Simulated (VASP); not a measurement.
# AlCo3 (Pm-3m) in VASP: further runs

AlCo3 is run at these levels: PBEsol; tasks: single point.

Everything below comes from runs of VASP 6.6.1. Logs are shortened: lines on timing, memory, paths and dates and some standing lists are left out, and cuts for length are marked.

### Step 1. The cell of the first run

Symmetry: Pm-3m, No. 221, cubic system. The conventional cell has a = 3.575 Å, b = 3.575 Å, c = 3.575 Å, α = 90.00°, β = 90.00°, γ = 90.00°. Within 3.3 Å of Al (site symmetry m-3m) lie 12 Co at 2.53 Å. Co (site symmetry 4/mmm) has 4 Al at 2.53 Å and 8 Co at 2.53 Å within 3.3 Å.

### Step 2. Single point, PBEsol, collinear spin, ferromagnetic start

INCAR

```
SYSTEM = AlCo3
ALGO = Normal ; EDIFF = 1E-6
ENCUT = 520 ; GGA = PS
ISIF = 2 ; ISMEAR = 0
ISPIN = 2 ; LASPH = .True.
LCHARG = .True. ; LELF = .True.
LMAXMIX = 4 ; LORBIT = 11
LREAL = .False. ; LVHAR = .True.
LWAVE = .False. ; MAGMOM = 0 1.48 1.48 1.48
NBANDS = 27 ; NELM = 150
PREC = Accurate ; SIGMA = 0.1
```

KPOINTS

```
k-points
0
Gamma
  8 8 8
  0 0 0
```

POSCAR

```
AlCo3
1.0
    3.5749480000      0.0000000000      0.0000000000
    0.0000000000      3.5749480000      0.0000000000
    0.0000000000      0.0000000000      3.5749480000
Al Co
1 3
Direct
    0.0000000000      0.0000000000      0.0000000000
    0.5000000000      0.5000000000      0.0000000000
    0.5000000000      0.0000000000      0.5000000000
    0.0000000000      0.5000000000      0.5000000000
```

Potentials or basis: VASP PAW PBE potentials, release 64 (Al, Co).

Run with:

```bash
cat potpaw_PBE.64/Al/POTCAR potpaw_PBE.64/Co/POTCAR > POTCAR
mpirun -np 1 vasp_std > vasp.out
```

OUTCAR:

```text
SYSTEM = AlCo3
   EDIFF = 1E-6
   ENCUT = 520
   GGA = PS
   ISIF = 2
   ISMEAR = 0
   ISPIN = 2
   LASPH = .True.
   LORBIT = 11
   LREAL = .False.
   NELM = 150
   PREC = Accurate

 ion  position               nearest neighbor table
   1  0.000  0.000  0.000-   2 2.53   3 2.53   4 2.53   3 2.53   4 2.53   2 2.53   4 2.53   4 2.53
                             2 2.53   3 2.53   3 2.53   2 2.53
   2  0.500  0.500  0.000-   1 2.53   3 2.53   4 2.53   3 2.53   4 2.53   1 2.53   3 2.53   3 2.53
                             1 2.53   4 2.53   4 2.53   1 2.53
   3  0.500  0.000  0.500-   1 2.53   2 2.53   4 2.53   1 2.53   2 2.53   2 2.53   4 2.53   2 2.53
                             1 2.53   4 2.53   1 2.53   4 2.53
   4  0.000  0.500  0.500-   1 2.53   2 2.53   3 2.53   1 2.53   2 2.53   1 2.53   3 2.53   1 2.53
                             2 2.53   3 2.53   2 2.53   3 2.53

  LATTYP: Found a simple cubic cell.
 ALAT       =     3.5749480000

  Lattice vectors:

 A1 = (   3.5749480000,   0.0000000000,   0.0000000000)
 A2 = (   0.0000000000,   3.5749480000,   0.0000000000)
 A3 = (   0.0000000000,   0.0000000000,   3.5749480000)

Analysis of symmetry for initial positions (statically):
=====================================================================
 Subroutine PRICEL returns:
 Original cell was already a primitive cell.

 Routine SETGRP: Setting up the symmetry group for a
 simple cubic supercell.

 Subroutine GETGRP returns: Found 48 space group operations
 (whereof 48 operations were pure point group operations)
 out of a pool of 48 trial point group operations.

The static configuration has the point symmetry O_h .

Analysis of symmetry for dynamics (positions and initial velocities):
=====================================================================
 Subroutine PRICEL returns:
 Original cell was already a primitive cell.

 Routine SETGRP: Setting up the symmetry group for a
 simple cubic supercell.

 Subroutine GETGRP returns: Found 48 space group operations
 (whereof 48 operations were pure point group operations)
 out of a pool of 48 trial point group operations.

The dynamic configuration has the point symmetry O_h .

Analysis of structural, dynamic, and magnetic symmetry:
=====================================================================
 Subroutine PRICEL returns:
 Original cell was already a primitive cell.

 Routine SETGRP: Setting up the symmetry group for a
 simple cubic supercell.

 Subroutine GETGRP returns: Found 48 space group operations
 (whereof 48 operations were pure point group operations)
 out of a pool of 48 trial point group operations.

The overall configuration has the point symmetry O_h .

 Subroutine INISYM returns: Found 48 space group operations
 (whereof 48 operations are pure point group operations),
 and found     1 'primitive' translations

----------------------------------------------------------------------------------------

                                     Primitive cell

  volume of cell :      45.6887

  direct lattice vectors                    reciprocal lattice vectors
     3.574948000  0.000000000  0.000000000     0.279724348  0.000000000  0.000000000
     0.000000000  3.574948000  0.000000000     0.000000000  0.279724348  0.000000000
     0.000000000  0.000000000  3.574948000     0.000000000  0.000000000  0.279724348

  length of vectors
     3.574948000  3.574948000  3.574948000     0.279724348  0.279724348  0.279724348

  position of ions in fractional coordinates (direct lattice)
     0.000000000  0.000000000  0.000000000
     0.500000000  0.500000000  0.000000000
     0.500000000  0.000000000  0.500000000
     0.000000000  0.500000000  0.500000000

  ion indices of the primitive-cell ions
   primitive index   ion index
                 1           1
                 2           2
                 3           3
                 4           4

----------------------------------------------------------------------------------------

 KPOINTS: k-points

Automatic generation of k-mesh.
 Grid dimensions read from file:
 generate k-points for:    8    8    8

 Generating k-lattice:

  Cartesian coordinates                     Fractional coordinates (reciprocal lattice)
     0.034965544  0.000000000  0.000000000     0.125000000  0.000000000  0.000000000
     0.000000000  0.034965544  0.000000000     0.000000000  0.125000000  0.000000000
     0.000000000  0.000000000  0.034965544     0.000000000  0.000000000  0.125000000

  Length of vectors
     0.034965544  0.034965544  0.034965544

  Shift w.r.t. Gamma in fractional coordinates (k-lattice)
     0.000000000  0.000000000  0.000000000

 Subroutine IBZKPT returns following result:
 ===========================================

 Found     35 irreducible k-points:

 Following reciprocal coordinates:
            Coordinates               Weight
  0.000000  0.000000  0.000000      1.000000
  0.125000  0.000000  0.000000      6.000000
  0.250000  0.000000  0.000000      6.000000
  0.375000  0.000000  0.000000      6.000000
  0.500000  0.000000  0.000000      3.000000
  0.125000  0.125000  0.000000     12.000000
[... 16 lines left out ...]
  0.375000  0.375000  0.125000     24.000000
  0.500000  0.375000  0.125000     24.000000
 [... further k-points ...]
   k-points           NKPTS =     35   k-points in BZ     NKDIM =     35   number of bands    NBANDS=     27
   number of dos      NEDOS =    301   number of ions     NIONS =      4
   total plane-waves  NPLWV =  21952
   dimension x,y,z NGX =    28 NGY =   28 NGZ =   28
   dimension x,y,z NGXF=    56 NGYF=   56 NGZF=   56
   ions per type =               1   3
   NGX,Y,Z   is equivalent  to a cutoff of  13.02, 13.02, 13.02 a.u.
   NGXF,Y,Z  is equivalent  to a cutoff of  26.04, 26.04, 26.04 a.u.
 SYSTEM =  AlCo3
   PREC   = accura    normal or accurate (medium, high low for compatibility)
   ISTART =      0    job   : 0-new  1-cont  2-samecut
   ICHARG =      2    charge: 1-file 2-atom 10-const
   ISPIN  =      2    spin polarized calculation?
   LNONCOLLINEAR =      F non collinear calculations
   LSORBIT =      F    spin-orbit coupling
   LASPH  =      T    aspherical Exc in radial PAW
   ENCUT  =  520.0 eV  38.22 Ry    6.18 a.u.   6.65  6.65  6.65*2*pi/ulx,y,z
   NELM   =    150;   NELMIN=  2; NELMDL= -5     # of ELM steps
[... 23 lines left out ...]
  Thomas-Fermi vector in A             =   2.543568
   LORBIT       =     11    0 simple, 1 ext, 2 COOP (PROOUT), +10 PAW based schemes
   GGA     = PS    functional components
   LHFCALC =     F    Hartree Fock is set to
   AEXX    =    0.0000 exact exchange contribution
   IVDW    =     0    specifies the selected vdW correction
   LEPSILON=     F    determine dielectric tensor
   LRPA    =     F    only Hartree local field effects (RPA)
 spin polarized calculation
 Gauss-broadening in eV      SIGMA  =   0.10
  energy-cutoff  :      520.00
  volume of cell :       45.69
 maximum number of plane-waves:      1245
 NGX is ok and might be reduce to    28
   NGX = 13   NGY = 13   NGZ = 13

 number of electron      30.0000033 magnetization       3.8387786

 Free energy of the ion-electron system (eV)
  ---------------------------------------------------
  ext. energy  EPLUGINS =         0.00000000
  ---------------------------------------------------
  free energy    TOTEN  =       -27.99429770 eV

  energy without entropy =      -27.96195395  energy(sigma->0) =      -27.97812582

 E-fermi :   9.9028     XC(G=0): -12.8628

 val. band max:        9.8939745211   @ k =   0.5000   0.2500   0.0000
 cond. band min:       9.9036591037   @ k =   0.3750   0.2500   0.2500
 fundamental gap:      0.0096845826
 Fermi energy:         9.9028426676

 spin component 1

 k-point     1 :       0.0000    0.0000    0.0000
  band No.  band energies     occupation
      1      -0.0611      1.00000
      2       4.9150      1.00000
      3       5.8718      1.00000
      4       5.8718      1.00000
      5       6.2156      1.00000
      6       6.2156      1.00000
[... 19 lines left out ...]
     26      23.7777      0.00000
     27      23.7777      0.00000

 k-point     2 :       0.1250    0.0000    0.0000
  band No.  band energies     occupation
      1       0.1295      1.00000
      2       4.9871      1.00000
      3       5.7743      1.00000
      4       5.9957      1.00000
      5       6.2536      1.00000
      6       6.2536      1.00000
[... 19 lines left out ...]
     26      23.0857      0.00000
     27      23.1021      0.00000

 k-point     3 :       0.2500    0.0000    0.0000
  band No.  band energies     occupation
      1       0.6898      1.00000
      2       4.9816      1.00000
      3       5.5394      1.00000
      4       6.3357      1.00000
      5       6.3577      1.00000
      6       6.3577      1.00000
[... 594 lines left out ...]
      1       3.1107      1.00000
      2       5.1059      1.00000
      3       5.1990      1.00000
      4       6.3412      1.00000
      5       6.5737      1.00000
      6       6.7236      1.00000
[... 19 lines left out ...]
     26      23.2075      0.00000
     27      23.7147      0.00000

 k-point    24 :       0.5000    0.3750    0.1250
  band No.  band energies     occupation
      1       3.6987      1.00000
      2       4.5876      1.00000
      3       5.3506      1.00000
      4       6.3251      1.00000
      5       6.6186      1.00000
      6       6.8351      1.00000
[... 19 lines left out ...]
     26      23.5628      0.00000
     27      24.5285      0.00000

 [... further k-points ...]

 spin component 2

 k-point     1 :       0.0000    0.0000    0.0000
  band No.  band energies     occupation
      1      -0.0235      1.00000
      2       5.8886      1.00000
      3       6.7390      1.00000
      4       6.7390      1.00000
      5       7.2220      1.00000
      6       7.2220      1.00000
[... 19 lines left out ...]
     26      23.9945      0.00000
     27      23.9945      0.00000

 k-point     2 :       0.1250    0.0000    0.0000
  band No.  band energies     occupation
      1       0.1668      1.00000
      2       5.9311      1.00000
      3       6.5697      1.00000
      4       6.8744      1.00000
      5       7.2461      1.00000
      6       7.2461      1.00000
[... 19 lines left out ...]
     26      23.2755      0.00000
     27      23.2838      0.00000

 k-point     3 :       0.2500    0.0000    0.0000
  band No.  band energies     occupation
      1       0.7267      1.00000
      2       5.5204      1.00000
      3       6.4575      1.00000
      4       7.2461      1.00000
      5       7.3058      1.00000
      6       7.3058      1.00000
[... 594 lines left out ...]
      1       3.1809      1.00000
      2       5.4713      1.00000
      3       5.5117      1.00000
      4       7.1260      1.00000
      5       7.3380      1.00000
      6       7.7730      1.00000
[... 19 lines left out ...]
     26      23.4128      0.00000
     27      23.8047      0.00000

 k-point    24 :       0.5000    0.3750    0.1250
  band No.  band energies     occupation
      1       3.7969      1.00000
      2       4.8088      1.00000
      3       5.7668      1.00000
      4       7.0181      1.00000
      5       7.3555      1.00000
      6       7.9076      1.00000
[... 19 lines left out ...]
     26      23.7702      0.00000
     27      24.5686      0.00000

 [... further k-points ...]
[... 5 lines left out ...]
  --------------------------------------------------------------------------------------
  -------------------------------------------------------------------------------------
  Total       -2.1878252     -2.1878252     -2.1878252      0.0000000      0.0000000      0.0000000
  in kB      -76.7209572    -76.7209572    -76.7209572      0.0000000      0.0000000      0.0000000
  external PRESSURE =     -76.7209572 kB  Pullay stress =       0.0000000 kB

 VOLUME and BASIS-vectors are now :
 -----------------------------------------------------------------------------
  energy-cutoff  :      520.00
  volume of cell :       45.69
      direct lattice vectors                 reciprocal lattice vectors
     3.574948000  0.000000000  0.000000000     0.279724348  0.000000000  0.000000000
     0.000000000  3.574948000  0.000000000     0.000000000  0.279724348  0.000000000
     0.000000000  0.000000000  3.574948000     0.000000000  0.000000000  0.279724348

 POSITION                                       TOTAL-FORCE (eV/Angst)
 -----------------------------------------------------------------------------------
      0.00000      0.00000      0.00000         0.000000      0.000000      0.000000
      1.78747      1.78747      0.00000         0.000000      0.000000      0.000000
      1.78747      0.00000      1.78747         0.000000      0.000000      0.000000
      0.00000      1.78747      1.78747         0.000000      0.000000      0.000000
 -----------------------------------------------------------------------------------
    total drift:                                0.000000      0.000000      0.000000

  FREE ENERGIE OF THE ION-ELECTRON SYSTEM (eV)
  ---------------------------------------------------
  free  energy   TOTEN  =       -27.9942976967 eV

  energy  without entropy=      -27.9619539474  energy(sigma->0) =      -27.97812582

 total charge

# of ion       s       p       d       tot
------------------------------------------
    1        0.408   0.413   0.000   0.821
    2        0.472   0.510   7.315   8.297
    3        0.472   0.510   7.315   8.297
    4        0.472   0.510   7.315   8.297
--------------------------------------------------
tot          1.824   1.943  21.945  25.712

 magnetization (x)

# of ion       s       p       d       tot
------------------------------------------
    1       -0.002  -0.037   0.000  -0.040
    2       -0.002  -0.004   1.321   1.314
    3       -0.002  -0.004   1.321   1.314
    4       -0.002  -0.004   1.321   1.314
--------------------------------------------------
tot         -0.009  -0.050   3.963   3.904
```

It took 2.1 min on 1 thread of Intel Xeon 8259CL, shared host; peak memory 0.21 GiB.

What came out:

```yaml
Free_energy: -27.9943 eV
Pressure: -7.7 GPa
Net_moment: 3.84 μB per cell
Site_moments: Al -0.04; Co +1.31 μB
Valence_electrons_inside_the_program's_atomic_spheres: Al 0.82; Co 8.30
```

Levels at points of the mesh, in eV from the Fermi level:
Spin up:
```tsv
k point	band 14	band 15	band 16	band 17	band 18	band 19	band 20	band 21
(0.00, 0.00, 0.00)	-0.18	-0.18	-0.18	0.81	0.81	0.81	6.69	6.69
(0.50, 0.00, 0.00)	-1.44	-1.37	-0.93	-0.18	5.50	5.50	5.57	5.57
(0.50, 0.50, 0.00)	-1.57	-1.18	-1.18	-0.72	0.77	0.77	8.13	8.17
(0.50, 0.50, 0.50)	-1.29	-1.29	-0.39	-0.39	-0.39	-0.33	3.40	4.19
```
Spin down:
```
           k point  band 9  band 10  band 11  band 12  band 13  band 14  band 15  band 16  band 17  band 18
(0.00, 0.00, 0.00)   -0.42    -0.42     0.59     0.59     0.82     0.82     0.82     1.01     1.19     1.19
(0.50, 0.00, 0.00)   -1.31    -0.94    -0.80    -0.21    -0.21    -0.21     0.03     0.67     1.19     5.89
(0.50, 0.50, 0.00)   -1.18    -1.18    -0.38    -0.37    -0.31    -0.31     0.09     0.11     0.24     1.99
(0.50, 0.50, 0.50)   -1.17    -1.17    -0.33    -0.33    -0.33    -0.19    -0.05    -0.05     1.00     1.00
```

Caveat: the cell stands under tension; the PAW data sets were made with another functional, which shifts forces and pressure a little.

### Step 3. Single point, PBEsol, collinear spin, ferromagnetic start

INCAR

```
SYSTEM = AlCo3
PREC = Accurate ; ENCUT = 520
EDIFF = 1E-7 ; ISMEAR = 0
SIGMA = 0.1 ; LREAL = .False.
LASPH = .True. ; NELM = 150
ALGO = Normal ; ISIF = 2
LWAVE = .False. ; LCHARG = .False.
ISPIN = 2 ; MAGMOM = 0 1.48 1.48 1.48
LORBIT = 11 ; LMAXMIX = 4
GGA = PS ; NBANDS = 27
```

KPOINTS

```
Automatic mesh
0
Gamma
  8 8 8
  0.5 0.5 0.5
```

POSCAR is that of step 2.

Potentials or basis: VASP PAW PBE potentials, release 64 (Al, Co).

Run with:

```bash
cat potpaw_PBE.64/Al/POTCAR potpaw_PBE.64/Co/POTCAR > POTCAR
mpirun -np 1 vasp_std > vasp.out
```

Wall time 86 s (1 thread of Intel Xeon 8259CL, shared host); peak memory 0.19 GiB.

The run converged. Its results:

| Quantity | Value |
| --- | --- |
| Free energy | -27.9946 eV |
| Pressure | -7.6 GPa |
| Net moment | 3.87 μB per cell |
| Site moments | Al -0.04; Co +1.32 μB |
| Valence electrons inside the program's atomic spheres | Al 0.82; Co 8.30 |

Levels at points of the mesh, in eV from the Fermi level:
Spin up:
```
           k point  band 15  band 16  band 17  band 18  band 19  band 20
(0.06, 0.06, 0.06)    -0.50    -0.23     0.78     1.03     1.03     6.98
```
Spin down:
```
           k point  band 10  band 11  band 12  band 13  band 14  band 15  band 16  band 17
(0.06, 0.06, 0.06)    -0.46     0.33     0.33     0.58     0.58     0.93     0.95     1.15
```

Caveat: the cell stands under tension; the PAW data sets were made with another functional, which shifts forces and pressure a little.

### Step 4. Single point, PBEsol, collinear spin, ferromagnetic start

INCAR

```
  ALGO = Normal
  EDIFF = 1E-6
  ENCUT = 520
  GGA = PS
  ISIF = 2
  ISMEAR = 0
  ISPIN = 2
  LASPH = True
  LCHARG = False
  LMAXMIX = 4
  LORBIT = 11
  LREAL = False
  LWAVE = False
  MAGMOM = 0 1.48 1.48 1.48
  NBANDS = 27
  NELM = 150
  PREC = Accurate
  SIGMA = 0.1
```

KPOINTS

```
k-points
0
Gamma
  10 10 10
```

POSCAR is that of step 3.

Run with:

```bash
cat potpaw_PBE.64/Al/POTCAR potpaw_PBE.64/Co/POTCAR > POTCAR
mpirun -np 1 vasp_std > vasp.out
```

Run time: 3.7 min. Hardware: 1 thread of Intel Xeon 8259CL, shared host; peak memory 0.24 GiB.

The run converged. Its results:

```
Free energy                                           : -27.9919 eV
Pressure                                              : -7.7 GPa
Net moment                                            : 3.83 μB per cell
Site moments                                          : Al -0.04; Co +1.31 μB
Valence electrons inside the program's atomic spheres : Al 0.82; Co 8.30
```

Levels at points of the mesh, in eV from the Fermi level:
Spin up:
```tsv
k point	band 15	band 16	band 17	band 18	band 19	band 20
(0.00, 0.00, 0.00)	-0.18	-0.18	0.81	0.81	0.81	6.69
(0.50, 0.00, 0.00)	-1.36	-0.93	-0.18	5.51	5.51	5.58
(0.50, 0.50, 0.00)	-1.18	-1.17	-0.72	0.78	0.78	8.13
(0.50, 0.50, 0.50)	-1.28	-0.39	-0.39	-0.39	-0.32	3.40
```
Spin down:
| k point | band 9 | band 10 | band 11 | band 12 | band 13 | band 14 | band 15 | band 16 | band 17 | band 18 |
| --- | --- | --- | --- | --- | --- | --- | --- | --- | --- | --- |
| (0.00, 0.00, 0.00) | -0.42 | -0.42 | 0.59 | 0.59 | 0.82 | 0.82 | 0.82 | 1.01 | 1.19 | 1.19 |
| (0.50, 0.00, 0.00) | -1.31 | -0.94 | -0.80 | -0.22 | -0.21 | -0.21 | 0.03 | 0.66 | 1.19 | 5.89 |
| (0.50, 0.50, 0.00) | -1.18 | -1.18 | -0.38 | -0.37 | -0.31 | -0.31 | 0.09 | 0.11 | 0.24 | 1.99 |
| (0.50, 0.50, 0.50) | -1.17 | -1.17 | -0.33 | -0.33 | -0.33 | -0.19 | -0.05 | -0.05 | 1.00 | 1.00 |

Caveat: the cell stands under tension; the PAW data sets were made with another functional, which shifts forces and pressure a little.

### Step 5. Overview

| k mesh | gap on the mesh (eV) | pressure (GPa) | moment (μB) |
| --- | --- | --- | --- |
| 8 × 8 × 8 | none | -7.7 | 3.84 |
| 8 × 8 × 8, shifted | none | -7.6 | 3.87 |
| 10 × 10 × 10 | none | -7.7 | 3.83 |

Alike in all rows: task single point; level PBEsol; potentials or basis VASP PAW PBE potentials, release 64 (Al, Co); spin collinear, ferromagnetic start; cell as given; cutoff (eV) 520; smearing gaussian 0.1 eV.

Caveats: the cell stands under tension; the PAW data sets were made with another functional, which shifts forces and pressure a little.

Total energies depend on the potentials used, so only differences within one code and one set of settings carry meaning.
